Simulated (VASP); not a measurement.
Here is a VASP 6.6.1 calculation.

The input INCAR:

```
SYSTEM = GaN
PREC     = Accurate       ! precision mode
ENCUT    = 520            ! plane-wave cutoff, eV
EDIFF    = 1E-6           ! SCF threshold, eV
ISMEAR   = 0              ! smearing method
SIGMA    = 0.05           ! smearing width, eV
LREAL    = .False.        ! projectors in reciprocal space
LASPH    = .True.         ! aspherical terms in the spheres
NELM     = 100            ! most SCF steps
ALGO     = Normal         ! electronic algorithm
ISIF     = 2              ! what is computed and relaxed
LWAVE    = .False.        ! write WAVECAR
LCHARG   = .False.        ! write CHGCAR
GGA      = PE             ! functional
NBANDS   = 26             ! bands
```

KPOINTS

```
regular mesh
0
Gamma
  12 12 6
  0 0 0
```

Contents of POSCAR:

```
GaN
1.0
    3.0286575667      0.0000000000      0.0000000000
   -1.5143287834      2.6228943922      0.0000000000
    0.0000000000      0.0000000000      5.9206566876
Ga N
2 2
Direct
    0.3333333333      0.6666666667      0.9991316875
    0.6666666667      0.3333333333      0.4991316875
    0.3333333333      0.6666666667      0.3758683125
    0.6666666667      0.3333333333      0.8758683125
```

Potentials or basis: VASP PAW PBE potentials, release 64 (Ga_d, N).

Launch:

```sh
$ cat potpaw_PBE.64/Ga_d/POTCAR potpaw_PBE.64/N/POTCAR > POTCAR
$ mpirun -np 1 vasp_std > vasp.out
```

(1) What does it give for the band gap on the k mesh?

(2) Predict the largest force.

Results:

(1) 0.48 eV.

(2) 0.485 eV/Å.

Caveat: semilocal functionals underestimate gaps, and a narrow one can read as zero.
